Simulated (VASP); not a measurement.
Here is a VASP 6.6.1 calculation.

The input INCAR:

```
SYSTEM = Sn
PREC = Accurate ; ENCUT = 520
EDIFF = 1E-6 ; ISMEAR = -1
SIGMA = 0.08 ; LREAL = .False.
LASPH = .True. ; NELM = 100
ALGO = Normal ; ISIF = 2
LWAVE = .False. ; LCHARG = .True.
LELF = .True. ; LVHAR = .True.
NBANDS = 13
```

KPOINTS

```
Automatic mesh
0
Gamma
  14 14 14
  0 0 0
```

File POSCAR:

```
Sn
1.0
   -1.5184833164      1.5184833164      1.5184833164
    1.5184833164     -1.5184833164      1.5184833164
    1.5184833164      1.5184833164     -1.5184833164
Sn
1
Direct
    0.0000000000      0.0000000000      0.0000000000
```

Potentials or basis: VASP PAW LDA potentials, release 64 (Sn_d).

Run with:

```sh
$ cat potpaw_LDA.64/Sn_d/POTCAR > POTCAR
$ mpirun -np 1 vasp_std > vasp.out
```

**Question.** Predict the pressure.

**Answer.** 152.9 GPa.

**Question.** Estimate the band gap on the k mesh.

**Answer.** Zero (band 7 reaches 31.59 eV, above the bottom of band 8 at 14.22 eV).

Caveat: spin-orbit coupling is left out, which moves the levels of the heavy elements.
